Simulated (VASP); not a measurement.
# CaO (Fm-3m) in VASP: notebook

Runs on CaO. Level: PBE. Tasks: single point.

Program: VASP 6.6.1. These are calculated values, not measurements. Logs are shortened: lines on timing, memory, paths and dates and some standing lists are left out, and cuts for length are marked.

**1. The cell of the first run**

It takes space group Fm-3m (No. 225, cubic). Conventional cell: a = 4.823 Å, b = 4.823 Å, c = 4.823 Å, α = 90.00°, β = 90.00°, γ = 90.00°. Within 3.2 Å of Ca (site symmetry m-3m) lie 6 O at 2.41 Å. Within 3.2 Å of O (site symmetry m-3m) lie 6 Ca at 2.41 Å.

**2. Single point, PBE, collinear spin, zero start**

INCAR reads:

```
SYSTEM = CaO
  ALGO = Normal
  EDIFF = 1E-6
  ENCUT = 600
  GGA = PE
  GGA_COMPAT = .FALSE.
  ISIF = 2
  ISMEAR = -1
  ISPIN = 2
  LASPH = .TRUE.
  LCHARG = .FALSE.
  LORBIT = 11
  LREAL = .FALSE.
  LWAVE = .FALSE.
  MAGMOM = 0 0
  NBANDS = 19
  NELM = 200
  PREC = Accurate
  SIGMA = 0.051703999572871064
```

KPOINTS reads:

```
k-points
0
G
  4 4 4
  0 0 0
```

POSCAR reads:

```
CaO
1.0
    0.0000000000      2.4115409895      2.4115409895
    2.4115409895      0.0000000000      2.4115409895
    2.4115409895      2.4115409895      0.0000000000
Ca O
1 1
Direct
    0.0000000000      0.0000000000      0.0000000000
    0.5000000000      0.5000000000      0.5000000000
```

Potentials or basis: VASP PAW PBE potentials, release 64 (Ca_sv, O).

On the command line:

```console
cat potpaw_PBE.64/Ca_sv/POTCAR potpaw_PBE.64/O/POTCAR > POTCAR
mpirun -np 1 vasp_std > vasp.out
```

OUTCAR:

```text
SYSTEM = CaO
   EDIFF = 1E-6
   ENCUT = 600
   GGA = PE
   ISIF = 2
   ISMEAR = -1
   ISPIN = 2
   LASPH = .TRUE.
   LORBIT = 11
   LREAL = .FALSE.
   NELM = 200
   PREC = Accurate

 ion  position               nearest neighbor table
   1  0.000  0.000  0.000-   2 2.41   2 2.41   2 2.41   2 2.41   2 2.41   2 2.41
   2  0.500  0.500  0.500-   1 2.41   1 2.41   1 2.41   1 2.41   1 2.41   1 2.41

  LATTYP: Found a face centered cubic cell.
 ALAT       =     4.8230819790

  Lattice vectors:

 A1 = (   0.0000000000,   2.4115409895,   2.4115409895)
 A2 = (   2.4115409895,   0.0000000000,   2.4115409895)
 A3 = (   2.4115409895,   2.4115409895,   0.0000000000)

Analysis of symmetry for initial positions (statically):
=====================================================================
 Subroutine PRICEL returns:
 Original cell was already a primitive cell.

 Routine SETGRP: Setting up the symmetry group for a
 face centered cubic supercell.

 Subroutine GETGRP returns: Found 48 space group operations
 (whereof 48 operations were pure point group operations)
 out of a pool of 48 trial point group operations.

The static configuration has the point symmetry O_h .

Analysis of symmetry for dynamics (positions and initial velocities):
=====================================================================
 Subroutine PRICEL returns:
 Original cell was already a primitive cell.

 Routine SETGRP: Setting up the symmetry group for a
 face centered cubic supercell.

 Subroutine GETGRP returns: Found 48 space group operations
 (whereof 48 operations were pure point group operations)
 out of a pool of 48 trial point group operations.

The dynamic configuration has the point symmetry O_h .

Analysis of structural, dynamic, and magnetic symmetry:
=====================================================================
 Subroutine PRICEL returns:
 Original cell was already a primitive cell.

 Routine SETGRP: Setting up the symmetry group for a
 face centered cubic supercell.

 Subroutine GETGRP returns: Found 48 space group operations
 (whereof 48 operations were pure point group operations)
 out of a pool of 48 trial point group operations.

The overall configuration has the point symmetry O_h .

 Subroutine INISYM returns: Found 48 space group operations
 (whereof 48 operations are pure point group operations),
 and found     1 'primitive' translations

----------------------------------------------------------------------------------------

                                     Primitive cell

  volume of cell :      28.0488

  direct lattice vectors                    reciprocal lattice vectors
     0.000000000  2.411540990  2.411540990    -0.207336306  0.207336306  0.207336306
     2.411540990  0.000000000  2.411540990     0.207336306 -0.207336306  0.207336306
     2.411540990  2.411540990  0.000000000     0.207336306  0.207336306 -0.207336306

  length of vectors
     3.410433974  3.410433974  3.410433974     0.359117016  0.359117016  0.359117016

  position of ions in fractional coordinates (direct lattice)
     0.000000000  0.000000000  0.000000000
     0.500000000  0.500000000  0.500000000

  ion indices of the primitive-cell ions
   primitive index   ion index
                 1           1
                 2           2

----------------------------------------------------------------------------------------

 KPOINTS: k-points

Automatic generation of k-mesh.
 Grid dimensions read from file:
 generate k-points for:    4    4    4

 Generating k-lattice:

  Cartesian coordinates                     Fractional coordinates (reciprocal lattice)
    -0.051834076  0.051834076  0.051834076     0.250000000  0.000000000  0.000000000
     0.051834076 -0.051834076  0.051834076     0.000000000  0.250000000  0.000000000
     0.051834076  0.051834076 -0.051834076     0.000000000  0.000000000  0.250000000

  Length of vectors
     0.089779254  0.089779254  0.089779254

  Shift w.r.t. Gamma in fractional coordinates (k-lattice)
     0.000000000  0.000000000  0.000000000

 Subroutine IBZKPT returns following result:
 ===========================================

 Found      8 irreducible k-points:

 Following reciprocal coordinates:
            Coordinates               Weight
  0.000000  0.000000  0.000000      1.000000
  0.250000  0.000000  0.000000      8.000000
  0.500000  0.000000  0.000000      4.000000
  0.250000  0.250000  0.000000      6.000000
  0.500000  0.250000  0.000000     24.000000
 -0.250000  0.250000  0.000000     12.000000
  0.500000  0.500000  0.000000      3.000000
 -0.250000  0.500000  0.250000      6.000000
   k-points           NKPTS =      8   k-points in BZ     NKDIM =      8   number of bands    NBANDS=     19
   number of dos      NEDOS =    301   number of ions     NIONS =      2
   total plane-waves  NPLWV =  21952
   dimension x,y,z NGX =    28 NGY =   28 NGZ =   28
   dimension x,y,z NGXF=    56 NGYF=   56 NGZF=   56
   ions per type =               1   1
   NGX,Y,Z   is equivalent  to a cutoff of  13.65, 13.65, 13.65 a.u.
   NGXF,Y,Z  is equivalent  to a cutoff of  27.30, 27.30, 27.30 a.u.
 SYSTEM =  CaO
   PREC   = accura    normal or accurate (medium, high low for compatibility)
   ISTART =      0    job   : 0-new  1-cont  2-samecut
   ICHARG =      2    charge: 1-file 2-atom 10-const
   ISPIN  =      2    spin polarized calculation?
   LNONCOLLINEAR =      F non collinear calculations
   LSORBIT =      F    spin-orbit coupling
   LASPH  =      T    aspherical Exc in radial PAW
   ENCUT  =  600.0 eV  44.10 Ry    6.64 a.u.   6.81  6.81  6.81*2*pi/ulx,y,z
   NELM   =    200;   NELMIN=  2; NELMDL= -5     # of ELM steps
   EDIFF  = 0.1E-05   stopping-criterion for ELM
   LREAL  =      F    real-space projection
   EDIFFG = 0.1E-04   stopping-criterion for IOM
   NSW    =      0    number of steps for IOM
   IBRION =     -1    ionic relax: 0-MD 1-quasi-New 2-CG
   NFREE  =      0    steps in history (QN), initial steepest desc. (CG)
   ISIF   =      2    stress and relaxation
   ISYM   =      2    0-nonsym 1-usesym 2-fastsym
   POTIM  = 0.5000    time-step for ionic-motion
   TEBEG  =    0.0;   TEEND  =   0.0 temperature during run
   PSTRESS=    0.0 pullay stress
   NELECT =      16.0000    total number of electrons
   NUPDOWN=      -1.0000    fix difference up-down
   EMIN   =  10.00;   EMAX   =-10.00  energy-range for DOS
   EFERMI =   0.00;   METHOD = LEGACY
   ISMEAR =    -1;   SIGMA  =   0.05  broadening in eV -4-tet -1-fermi 0-gaus
   EFERMI_NEDOS =   21; number of points for ismear=-14 and -15
   IALGO  =     38    algorithm
   IMIX   =      4    mixing-type and parameters
     AMIX     =   0.40;   BMIX     =  1.00
     AMIX_MAG =   1.60;   BMIX_MAG =  1.00
  volume/ion in A,a.u.               =      14.02        94.64
  Fermi-wavevector in a.u.,A,eV,Ry     =   1.357720  2.565719 25.081024  1.843403
  Thomas-Fermi vector in A             =   2.484614
   LORBIT       =     11    0 simple, 1 ext, 2 COOP (PROOUT), +10 PAW based schemes
   GGA     = PE    functional components
   LHFCALC =     F    Hartree Fock is set to
   AEXX    =    0.0000 exact exchange contribution
   IVDW    =     0    specifies the selected vdW correction
   LEPSILON=     F    determine dielectric tensor
   LRPA    =     F    only Hartree local field effects (RPA)
 spin polarized calculation
  energy-cutoff  :      600.00
  volume of cell :       28.05
 maximum number of plane-waves:       960
   NGX = 13   NGY = 13   NGZ = 13

 number of electron      15.9999998 magnetization      -0.0000000

 number of electron      15.9999998 magnetization       0.0000000

 Free energy of the ion-electron system (eV)
  ---------------------------------------------------
  ext. energy  EPLUGINS =         0.00000000
  ---------------------------------------------------
  free energy    TOTEN  =       -12.80274705 eV

  energy without entropy =      -12.80274705  energy(sigma->0) =      -12.80274705

 E-fermi :   3.5107     XC(G=0): -10.4238

 val. band max:        2.2972128628   @ k =   0.0000   0.0000   0.0000
 cond. band min:       5.9292473541   @ k =   0.5000   0.5000   0.0000
 fundamental gap:      3.6320344913
 Fermi energy:         3.5106962180

 spin component 1

 k-point     1 :       0.0000    0.0000    0.0000
  band No.  band energies     occupation
      1     -35.3904      1.00000
      2     -16.1618      1.00000
      3     -16.1618      1.00000
      4     -16.1618      1.00000
      5     -13.2154      1.00000
      6       2.2972      1.00000
[... 11 lines left out ...]
     18      24.6024      0.00000
     19      29.5468      0.00000
[... 133 lines left out ...]
 k-point     8 :      -0.2500    0.5000    0.2500
  band No.  band energies     occupation
      1     -35.2620      1.00000
      2     -16.5689      1.00000
      3     -16.5639      1.00000
      4     -16.5639      1.00000
      5     -12.6066      1.00000
      6       1.0259      1.00000
[... 11 lines left out ...]
     18      24.0138      0.00000
     19      24.0138      0.00000
 Fermi energy:         3.5106962180

 spin component 2

 k-point     1 :       0.0000    0.0000    0.0000
  band No.  band energies     occupation
      1     -35.3904      1.00000
      2     -16.1618      1.00000
      3     -16.1618      1.00000
      4     -16.1618      1.00000
      5     -13.2153      1.00000
      6       2.2972      1.00000
[... 11 lines left out ...]
     18      24.6024      0.00000
     19      29.5468      0.00000
[... 133 lines left out ...]
 k-point     8 :      -0.2500    0.5000    0.2500
  band No.  band energies     occupation
      1     -35.2621      1.00000
      2     -16.5690      1.00000
      3     -16.5640      1.00000
      4     -16.5640      1.00000
      5     -12.6065      1.00000
      6       1.0259      1.00000
[... 11 lines left out ...]
     18      24.0138      0.00000
     19      24.0138      0.00000

------------------------ aborting loop because EDIFF is reached ----------------------------------------

  FORCE on cell =-STRESS in cart. coord.  units (eV):
  Direction    XX          YY          ZZ          XY          YZ          ZX
  --------------------------------------------------------------------------------------
  -------------------------------------------------------------------------------------
  Total        0.1657786      0.1657786      0.1657786      0.0000000      0.0000000     -0.0000000
  in kB        9.4694601      9.4694601      9.4694601      0.0000000      0.0000000     -0.0000000
  external PRESSURE =       9.4694601 kB  Pullay stress =       0.0000000 kB

 VOLUME and BASIS-vectors are now :
 -----------------------------------------------------------------------------
  energy-cutoff  :      600.00
  volume of cell :       28.05
      direct lattice vectors                 reciprocal lattice vectors
     0.000000000  2.411540990  2.411540990    -0.207336306  0.207336306  0.207336306
     2.411540990  0.000000000  2.411540990     0.207336306 -0.207336306  0.207336306
     2.411540990  2.411540990  0.000000000     0.207336306  0.207336306 -0.207336306

 POSITION                                       TOTAL-FORCE (eV/Angst)
 -----------------------------------------------------------------------------------
      0.00000      0.00000      0.00000         0.000000     -0.000000      0.000000
      2.41154      2.41154      2.41154        -0.000000      0.000000     -0.000000
 -----------------------------------------------------------------------------------
    total drift:                                0.000000      0.000000      0.000000

  FREE ENERGIE OF THE ION-ELECTRON SYSTEM (eV)
  ---------------------------------------------------
  free  energy   TOTEN  =       -12.8027470532 eV

  energy  without entropy=      -12.8027470532  energy(sigma->0) =      -12.80274705

 total charge

# of ion       s       p       d       tot
------------------------------------------
    1        2.040   5.880   0.295   8.215
    2        1.546   3.451   0.000   4.997
--------------------------------------------------
tot          3.586   9.331   0.295  13.212

 magnetization (x)

# of ion       s       p       d       tot
------------------------------------------
    1       -0.000  -0.000   0.000  -0.000
    2        0.000   0.000   0.000   0.000
--------------------------------------------------
tot          0.000  -0.000   0.000   0.000
```

It took 11 s on 1 thread of Intel Xeon Platinum 8375C at 2.90GHz (Ice Lake), shared host; peak memory 0.17 GiB.

Results:

```yaml
Free_energy: -12.8027 eV
Pressure: 0.9 GPa
Band_gap_on_the_k_mesh: 3.63 eV (least direct gap 4.01 eV)
Net_moment: 0.00 μB per cell
Valence_electrons_inside_the_program's_atomic_spheres: Ca 8.21; O 5.00
```

Levels at points of the mesh, in eV from the valence-band top:
Spin up:
| k point | band 6 | band 7 | band 8 | band 9 | band 10 | band 11 |
| --- | --- | --- | --- | --- | --- | --- |
| (0.00, 0.00, 0.00) | 0.00 | 0.00 | 0.00 | 4.62 | 6.19 | 6.19 |
| (0.50, 0.00, 0.00) | -2.62 | -1.18 | -1.18 | 7.00 | 8.29 | 8.29 |
| (0.50, 0.50, 0.00) | -1.31 | -0.38 | -0.38 | 3.63 | 7.96 | 8.83 |
Spin down:
| k point | band 4 | band 5 | band 6 | band 7 | band 8 | band 9 | band 10 | band 11 | band 12 | band 13 |
| --- | --- | --- | --- | --- | --- | --- | --- | --- | --- | --- |
| (0.00, 0.00, 0.00) | -18.46 | -15.51 | 0.00 | 0.00 | 0.00 | 4.62 | 6.19 | 6.19 | 6.19 | 7.68 |
| (0.50, 0.00, 0.00) | -18.51 | -14.36 | -2.62 | -1.18 | -1.18 | 7.00 | 8.29 | 8.29 | 8.42 | 10.33 |
| (0.50, 0.50, 0.00) | -18.68 | -15.27 | -1.31 | -0.38 | -0.38 | 3.63 | 7.96 | 8.83 | 9.46 | 9.46 |

Caveat: the k points lie up to 0.56 Å⁻¹ apart. A k mesh can miss the band edges.

**3. Single point, PBE, collinear spin, ferromagnetic start**

This run uses another cell than the first one, of 13.89 Å³/atom.

INCAR reads:

```
SYSTEM = CaO
PREC     = Accurate       ! precision mode
ENCUT    = 600            ! plane-wave cutoff, eV
EDIFF    = 1E-6           ! SCF threshold, eV
ISMEAR   = 0              ! smearing method
SIGMA    = 0.1            ! smearing width, eV
LREAL    = .FALSE.        ! projectors in reciprocal space
LASPH    = .TRUE.         ! aspherical terms in the spheres
NELM     = 200            ! most SCF steps
ALGO     = Normal         ! electronic algorithm
ISIF     = 2              ! what is computed and relaxed
LWAVE    = .FALSE.        ! write WAVECAR
LCHARG   = .TRUE.         ! write CHGCAR
ISPIN    = 2              ! spin polarisation
MAGMOM   = 0.61 2.25      ! initial moments
LORBIT   = 11             ! projections on sites
NUPDOWN  = 4.0            ! fixed moment
GGA      = PE             ! functional
LELF     = .TRUE.         ! ELF
LVHAR    = .TRUE.       
ISYM     = 0            
NBANDS   = 19             ! bands
GGA_COMPAT= .FALSE.
```

KPOINTS reads:

```
Automatic mesh
0
Gamma
  2 2 2
  0.5 0.5 0.5
```

POSCAR reads:

```
CaO
1.0
    0.0000000000      2.4035556960      2.4035556960
    2.4035556960      0.0000000000      2.4035556960
    2.4035556960      2.4035556960      0.0000000000
Ca O
1 1
Direct
    0.0000000000      0.0000000000      0.0000000000
    0.5000000000      0.5000000000      0.5000000000
```

Potentials or basis: VASP PAW PBE potentials, release 64 (Ca_sv, O).

On the command line:

```console
cat potpaw_PBE.64/Ca_sv/POTCAR potpaw_PBE.64/O/POTCAR > POTCAR
mpirun -np 1 vasp_std > vasp.out
```

Wall time 21 s (1 thread of Intel Xeon Platinum 8375C at 2.90GHz (Ice Lake), shared host); peak memory 0.17 GiB.

Results (log left out):

* Free energy: 2.3810 eV
* Pressure: 58.8 GPa
* Net moment: 4.00 μB per cell
* Site moments: Ca +0.73; O +1.71 μB
* Valence electrons inside the program's atomic spheres: Ca 8.52; O 4.60

Caveat: the k points lie up to 1.13 Å⁻¹ apart; the moment is held away from its start; the total moment is fixed, so each spin has its own Fermi level.
